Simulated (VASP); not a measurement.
# As in VASP: single point with PBE+D3(BJ)

Aim: the single point of As with PBE+D3(BJ).

Program: VASP 6.6.1. These are calculated values, not measurements. Logs are shortened: lines on timing, memory, paths and dates and some standing lists are left out, and cuts for length are marked.

**1. The cell of the first run**

The cell holds a slab with vacuum, 2 atoms: a = 3.609 Å, b = 3.609 Å, c = 22.500 Å, α = 90.00°, β = 90.00°, γ = 120.00°.

**2. Single point, PBE+D3(BJ)**

Contents of INCAR:

```
SYSTEM = As
ALGO = Normal ; DIPOL = 0.5 0.5 0.624
EDIFF = 1E-6 ; ENCUT = 400
GGA = PE ; GGA_COMPAT = .False.
IDIPOL = 3 ; ISIF = 2
ISMEAR = 0 ; IVDW = 12
LASPH = .True. ; LCHARG = .True.
LDIPOL = .True. ; LELF = .True.
LREAL = .False. ; LVACPOTAV = .True.
LVHAR = .True. ; LWAVE = .False.
NBANDS = 12 ; NELM = 120
NELMDL = -8 ; PREC = Accurate
SIGMA = 0.04
```

Contents of KPOINTS:

```
k-points
0
Gamma
  12 12 1
  0 0 0
```

Contents of POSCAR:

```
As
1.0
    3.6093869210      0.0000000000      0.0000000000
   -1.8046934605      3.1258207657      0.0000000000
    0.0000000000      0.0000000000     22.5000000000
As
2
Direct
    0.3333333333      0.6666666667      0.5937970551
    0.0000000000      0.0000000000      0.6551642066
```

Potentials or basis: VASP PAW PBE potentials, release 64 (As).

On the command line:

```sh
$ cat potpaw_PBE.64/As/POTCAR > POTCAR
$ mpirun -np 1 vasp_std > vasp.out
```

OUTCAR:

```text
SYSTEM = As
   EDIFF = 1E-6
   ENCUT = 400
   GGA = PE
   ISIF = 2
   ISMEAR = 0
   IVDW = 12
   LASPH = .True.
   LREAL = .False.
   NELM = 120
   NELMDL = -8
   PREC = Accurate
 IVDW          = 12

 ion  position               nearest neighbor table
   1  0.333  0.667  0.594-   2 2.50   2 2.50   2 2.50
   2  0.000  0.000  0.655-   1 2.50   1 2.50   1 2.50

  LATTYP: Found a hexagonal cell.
 ALAT       =     3.6093869210
 C/A-ratio  =     6.2337456450

  Lattice vectors:

 A1 = (   3.6093869210,   0.0000000000,   0.0000000000)
 A2 = (  -1.8046934605,   3.1258207657,   0.0000000000)
 A3 = (   0.0000000000,   0.0000000000,  22.5000000000)

Analysis of symmetry for initial positions (statically):
=====================================================================
 Subroutine PRICEL returns:
 Original cell was already a primitive cell.

 Routine SETGRP: Setting up the symmetry group for a
 hexagonal supercell.

 Subroutine GETGRP returns: Found 12 space group operations
 (whereof  6 operations were pure point group operations)
 out of a pool of 24 trial point group operations.

The static configuration has the point symmetry C_3v.
 The point group associated with its full space group is D_3d.

Analysis of symmetry for dynamics (positions and initial velocities):
=====================================================================
 Subroutine PRICEL returns:
 Original cell was already a primitive cell.

 Routine SETGRP: Setting up the symmetry group for a
 hexagonal supercell.

 Subroutine GETGRP returns: Found 12 space group operations
 (whereof  6 operations were pure point group operations)
 out of a pool of 24 trial point group operations.

The dynamic configuration has the point symmetry C_3v.
 The point group associated with its full space group is D_3d.

 Subroutine INISYM returns: Found 12 space group operations
 (whereof  6 operations are pure point group operations),
 and found     1 'primitive' translations

----------------------------------------------------------------------------------------

                                     Primitive cell

  volume of cell :     253.8517

  direct lattice vectors                    reciprocal lattice vectors
     3.609386921  0.000000000  0.000000000     0.277055362  0.159957988  0.000000000
    -1.804693461  3.125820766  0.000000000     0.000000000  0.319915976  0.000000000
     0.000000000  0.000000000 22.500000000     0.000000000  0.000000000  0.044444444

  length of vectors
     3.609386921  3.609386921 22.500000000     0.319915976  0.319915976  0.044444444

  position of ions in fractional coordinates (direct lattice)
     0.333333333  0.666666667  0.593797055
     0.000000000  0.000000000  0.655164207

  ion indices of the primitive-cell ions
   primitive index   ion index
                 1           1
                 2           2

----------------------------------------------------------------------------------------

 KPOINTS: k-points

Automatic generation of k-mesh.
 Grid dimensions read from file:
 generate k-points for:   12   12    1

 Generating k-lattice:

  Cartesian coordinates                     Fractional coordinates (reciprocal lattice)
     0.023087947  0.013329832  0.000000000     0.083333333  0.000000000  0.000000000
     0.000000000  0.026659665  0.000000000     0.000000000  0.083333333  0.000000000
     0.000000000  0.000000000  0.044444444     0.000000000  0.000000000  1.000000000

  Length of vectors
     0.026659665  0.026659665  0.044444444

  Shift w.r.t. Gamma in fractional coordinates (k-lattice)
     0.000000000  0.000000000  0.000000000

 Subroutine IBZKPT returns following result:
 ===========================================

 Found     19 irreducible k-points:

 Following reciprocal coordinates:
            Coordinates               Weight
  0.000000  0.000000  0.000000      1.000000
  0.083333 -0.000000  0.000000      6.000000
  0.166667  0.000000  0.000000      6.000000
  0.250000 -0.000000  0.000000      6.000000
  0.333333  0.000000  0.000000      6.000000
  0.416667  0.000000  0.000000      6.000000
[... 11 lines left out ...]
  0.333333  0.250000  0.000000     12.000000
  0.333333  0.333333  0.000000      2.000000
   k-points           NKPTS =     19   k-points in BZ     NKDIM =     19   number of bands    NBANDS=     12
   number of dos      NEDOS =    301   number of ions     NIONS =      2
   total plane-waves  NPLWV =  86400
   dimension x,y,z NGX =    24 NGY =   24 NGZ =  150
   dimension x,y,z NGXF=    48 NGYF=   48 NGZF=  300
   ions per type =               2
   NGX,Y,Z   is equivalent  to a cutoff of  11.05, 11.05, 11.08 a.u.
   NGXF,Y,Z  is equivalent  to a cutoff of  22.11, 22.11, 22.17 a.u.
 SYSTEM =  As
   PREC   = accura    normal or accurate (medium, high low for compatibility)
   ISTART =      0    job   : 0-new  1-cont  2-samecut
   ICHARG =      2    charge: 1-file 2-atom 10-const
   ISPIN  =      1    spin polarized calculation?
   LNONCOLLINEAR =      F non collinear calculations
   LSORBIT =      F    spin-orbit coupling
   LASPH  =      T    aspherical Exc in radial PAW
   ENCUT  =  400.0 eV  29.40 Ry    5.42 a.u.   5.89  5.89 36.69*2*pi/ulx,y,z
   NELM   =    120;   NELMIN=  2; NELMDL= -8     # of ELM steps
   EDIFF  = 0.1E-05   stopping-criterion for ELM
   LREAL  =      F    real-space projection
   EDIFFG = 0.1E-04   stopping-criterion for IOM
   NSW    =      0    number of steps for IOM
   IBRION =     -1    ionic relax: 0-MD 1-quasi-New 2-CG
   NFREE  =      0    steps in history (QN), initial steepest desc. (CG)
   ISIF   =      2    stress and relaxation
   ISYM   =      2    0-nonsym 1-usesym 2-fastsym
   POTIM  = 0.5000    time-step for ionic-motion
   TEBEG  =    0.0;   TEEND  =   0.0 temperature during run
   PSTRESS=    0.0 pullay stress
   NELECT =      10.0000    total number of electrons
   NUPDOWN=      -1.0000    fix difference up-down
   EMIN   =  10.00;   EMAX   =-10.00  energy-range for DOS
   EFERMI =   0.00;   METHOD = LEGACY
   ISMEAR =     0;   SIGMA  =   0.04  broadening in eV -4-tet -1-fermi 0-gaus
   EFERMI_NEDOS =   21; number of points for ismear=-14 and -15
   IALGO  =     38    algorithm
   IMIX   =      4    mixing-type and parameters
     AMIX     =   0.40;   BMIX     =  1.00
     AMIX_MAG =   1.60;   BMIX_MAG =  1.00
  volume/ion in A,a.u.               =     126.93       856.54
  Fermi-wavevector in a.u.,A,eV,Ry     =   0.557034  1.052641  4.221705  0.310287
  Thomas-Fermi vector in A             =   1.591456
   LORBIT       =      0    0 simple, 1 ext, 2 COOP (PROOUT), +10 PAW based schemes
   GGA     = PE    functional components
   LHFCALC =     F    Hartree Fock is set to
   AEXX    =    0.0000 exact exchange contribution
   IVDW    =    12    specifies the selected vdW correction
   LEPSILON=     F    determine dielectric tensor
   LRPA    =     F    only Hartree local field effects (RPA)
 non-spin polarized calculation
 Gauss-broadening in eV      SIGMA  =   0.04
  energy-cutoff  :      400.00
  volume of cell :      253.85
 maximum number of plane-waves:      4632
 NGX is ok and might be reduce to    24
   NGX = 11   NGY = 11   NGZ = 73

 number of electron      10.0000000 magnetization

 dipolmoment           0.000000      0.000000     -0.000000 electrons x Angstroem

 number of electron       9.9999997 magnetization

 dipolmoment           0.000000      0.000000      0.000001 electrons x Angstroem

 Free energy of the ion-electron system (eV)
  ---------------------------------------------------
  ext. energy  EPLUGINS =         0.00000000
  ---------------------------------------------------
  free energy    TOTEN  =        -9.33180078 eV

  energy without entropy =       -9.33180078  energy(sigma->0) =       -9.33180078

 E-fermi :  -3.5929     XC(G=0):  -2.3243

 val. band max:       -3.7824569131   @ k =   0.0000   0.0000   0.0000
 cond. band min:      -2.0980393439   @ k =   0.3333   0.0000   0.0000
 fundamental gap:      1.6844175692
 Fermi energy:        -3.5929237767

 k-point     1 :       0.0000    0.0000    0.0000
  band No.  band energies     occupation
      1     -17.2187      2.00000
      2     -10.8361      2.00000
      3      -4.2101      2.00000
      4      -3.7825      2.00000
      5      -3.7825      2.00000
      6      -1.8363      0.00000
      7      -0.2399      0.00000
      8      -0.2399      0.00000
      9       1.1515      0.00000
     10       1.3849      0.00000
     11       1.9806      0.00000
     12       2.4142      0.00000

 k-point     2 :       0.0833   -0.0000    0.0000
  band No.  band energies     occupation
      1     -17.1268      2.00000
      2     -10.8262      2.00000
      3      -4.6704      2.00000
      4      -4.1669      2.00000
      5      -3.9872      2.00000
      6      -1.2031      0.00000
      7      -0.3495      0.00000
      8      -0.0259      0.00000
      9       1.2791      0.00000
     10       1.4946      0.00000
     11       2.0865      0.00000
     12       2.5238      0.00000

 k-point     3 :       0.1667    0.0000    0.0000
  band No.  band energies     occupation
      1     -16.8537      2.00000
      2     -10.8459      2.00000
      3      -5.9742      2.00000
      4      -4.4421      2.00000
      5      -4.0762      2.00000
      6      -1.4809      0.00000
      7       0.3388      0.00000
      8       0.4000      0.00000
      9       1.6057      0.00000
     10       1.8282      0.00000
     11       2.3940      0.00000
     12       2.8372      0.00000
[... 211 lines left out ...]
 k-point    18 :       0.3333    0.2500    0.0000
  band No.  band energies     occupation
      1     -14.3092      2.00000
      2     -13.0854      2.00000
      3      -7.8794      2.00000
      4      -6.1542      2.00000
      5      -5.2406      2.00000
      6      -1.4167      0.00000
      7       0.4227      0.00000
      8       0.9762      0.00000
      9       3.9914      0.00000
     10       4.6419      0.00000
     11       4.8555      0.00000
     12       5.2954      0.00000

 k-point    19 :       0.3333    0.3333    0.0000
  band No.  band energies     occupation
      1     -13.6828      2.00000
      2     -13.6828      2.00000
      3      -8.1094      2.00000
      4      -5.6783      2.00000
      5      -5.6783      2.00000
      6      -1.6582      0.00000
      7       0.8988      0.00000
      8       0.8988      0.00000
      9       4.3683      0.00000
     10       5.1501      0.00000
     11       5.1501      0.00000
     12       5.9363      0.00000

------------------------ aborting loop because EDIFF is reached ----------------------------------------

 Edisp (eV)   -0.41503

 E8    (eV) :    -0.1884

  FORCE on cell =-STRESS in cart. coord.  units (eV):
  Direction    XX          YY          ZZ          XY          YZ          ZX
  --------------------------------------------------------------------------------------
  -------------------------------------------------------------------------------------
  Total      -0.35246    -0.35246     0.23633     0.00000     0.00000     0.00000
  in kB      -2.22455    -2.22455     1.49162     0.00000     0.00000     0.00000
  external pressure =       -0.99 kB  Pullay stress =        0.00 kB

 VOLUME and BASIS-vectors are now :
 -----------------------------------------------------------------------------
  energy-cutoff  :      400.00
  volume of cell :      253.85
      direct lattice vectors                 reciprocal lattice vectors
     3.609386921  0.000000000  0.000000000     0.277055362  0.159957988  0.000000000
    -1.804693461  3.125820766  0.000000000     0.000000000  0.319915976  0.000000000
     0.000000000  0.000000000 22.500000000     0.000000000  0.000000000  0.044444444

 POSITION                                       TOTAL-FORCE (eV/Angst)
 -----------------------------------------------------------------------------------
     -0.00000      2.08388     13.36043        -0.000000     -0.000000     -0.176958
      0.00000      0.00000     14.74119         0.000000      0.000000      0.176958
 -----------------------------------------------------------------------------------
    total drift:                                0.000000     -0.000000      0.000008

  FREE ENERGIE OF THE ION-ELECTRON SYSTEM (eV)
  ---------------------------------------------------
  free  energy   TOTEN  =        -9.7468329168 eV

  energy  without entropy=       -9.7468329168  energy(sigma->0) =       -9.74683292

 vacuum level on the upper side and lower side of the slab         1.672         1.672
```

Run time: 1.7 min. Hardware: 1 thread of AMD EPYC 7R13, shared host; peak memory 0.25 GiB.

Results:

| Quantity | Value |
| --- | --- |
| Free energy | -9.7468 eV |
| Largest force | 0.177 eV/Å |
| Band gap on the k mesh | 1.68 eV, indirect (least direct gap 1.95 eV) |
| Dispersion energy per atom | -0.208 eV |

Forces in eV/Å, atoms in the order of the input:
```
As   0.000  0.000 -0.177
As   0.000  0.000  0.177
```

Levels at points of the mesh, in eV from the valence-band top:
```
           k point  band 3  band 4  band 5  band 6  band 7  band 8
(0.00, 0.00, 0.00)   -0.43    0.00    0.00    1.95    3.54    3.54
(0.50, 0.00, 0.00)   -3.32   -1.87   -1.47    2.01    3.27    4.62
```
